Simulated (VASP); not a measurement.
MgS: G0W0 quasiparticle levels with PBE

Crystal: MgS.

```xyz
2
Lattice="0.0000 2.6015 2.6015 2.6015 0.0000 2.6015 2.6015 2.6015 0.0000" Properties=species:S:1:pos:R:3 pbc="T T T"
Mg    0.0000    0.0000    0.0000
S     2.6015    2.6015    2.6015
```

| Item | Value |
| --- | --- |
| Program | VASP 6.6.1 |
| Task | G0W0 quasiparticle levels |
| Functional | PBE |
| Potentials or basis | VASP PAW PBE potentials, release 64 (Mg_GW, S_GW) |
| Cutoff | 500 eV |
| k mesh | 8 × 8 × 8 |
| Occupations | gaussian, width 0.01 eV |
| Spin | no spin polarisation |
| Dipole correction | no |
| GW scheme | G0W0 |
| GW iterations | 1 |
| Cutoff of the response function | 80 |
| Frequency points | 96 |
| Empty bands | 57 |
| Further INCAR settings | ALGO = EVGW0; EDIFF = 1e-08; NBANDS = 61 |

```json
{
 "Quasiparticle gap": "4.11 eV",
 "Least direct quasiparticle gap": "5.06 eV",
 "Band gap of the starting levels on the mesh": "2.77 eV",
 "Least direct gap of the starting levels on the mesh": "3.71 eV"
}
```

Run time: 17 min on 1 thread of Intel(R) Xeon(R) Platinum 8259CL CPU @ 2.50GHz (Skylake/Cascade Lake), on a shared host, peak memory 0.89 GiB.

Caveat: bands, screening cutoff and mesh are small and nothing is extrapolated, so the quasiparticle values aren't converged.
